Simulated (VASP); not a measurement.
Write the native input for VASP 6.6.1 that does the following.

```
Task                   : single point
Functional             : r2SCAN
Potentials or basis    : VASP PAW PBE potentials, release 64 (Mn_pv, Br)
Cutoff                 : 520 eV
k mesh                 : 8 × 8 × 8
Occupations            : gaussian, width 0.05 eV
Spin                   : collinear spin, ferromagnetic start
Starting moments       : [4.0, 0.0, 0.0, 0.0] μB
Dipole correction      : no
Further INCAR settings : ALGO = Normal; EDIFF = 1e-06; NBANDS = 29
```

The system is MnBr3.

```
Mn Br
1.0
     5.09039    0.00000    0.00000
     0.00000    5.09039    0.00000
     0.00000    0.00000    5.09039
Mn Br
1 3
Cartesian
  0.0000 0.0000 0.0000
  2.5452 0.0000 0.0000
  0.0000 0.0000 2.5452
  0.0000 2.5452 0.0000
```

These files were run (other wordings do the same):

POSCAR

```
MnBr3
1.0
    5.0903852237      0.0000000000      0.0000000000
    0.0000000000      5.0903852237      0.0000000000
    0.0000000000      0.0000000000      5.0903852237
Mn Br
1 3
Direct
    0.0000000000      0.0000000000      0.0000000000
    0.5000000000      0.0000000000      0.0000000000
    0.0000000000      0.0000000000      0.5000000000
    0.0000000000      0.5000000000      0.0000000000
```

INCAR.step1

```
PREC = Accurate
ENCUT = 520
ISMEAR = 0
SIGMA = 0.05
LREAL = False
LASPH = True
NELM = 150
ISPIN = 2
MAGMOM = 4 0 0 0
LMAXMIX = 4
NBANDS = 29
GGA = PE
ALGO = Normal
EDIFF = 1E-4
LWAVE = True
LCHARG = False
```

INCAR.step2

```
PREC = Accurate
ENCUT = 520
EDIFF = 1E-6
ISMEAR = 0
SIGMA = 0.05
LREAL = False
LASPH = True
NELM = 150
ALGO = Normal
ISIF = 2
LWAVE = False
LCHARG = False
ISPIN = 2
MAGMOM = 4 0 0 0
LORBIT = 11
LMAXMIX = 4
METAGGA = R2SCAN
LMIXTAU = True
NBANDS = 29
ISTART = 1
```

KPOINTS

```
regular mesh
0
Gamma
  8 8 8
```

Potentials or basis: VASP PAW PBE potentials, release 64 (Mn_pv, Br).

Launch:

```console
$ cat potpaw_PBE.64/Mn_pv/POTCAR potpaw_PBE.64/Br/POTCAR > POTCAR
$ cp INCAR.step1 INCAR
$ mpirun -np 1 vasp_std > vasp.out
$ cp INCAR.step2 INCAR
$ mpirun -np 1 vasp_std > vasp.out
```

Results of the run:

```
Pressure                                              : 0.0 GPa
Net moment                                            : 4.26 μB per cell
Site moments                                          : Mn +4.09; Br -0.01 μB
Valence electrons inside the program's atomic spheres : Mn 11.28; Br 4.89
```

Caveat: the PAW data sets were made with another functional, which shifts forces and pressure a little.

Wall time 14 min on 1 thread of Intel Xeon 8259CL, on a shared host, peak memory 0.44 GiB.
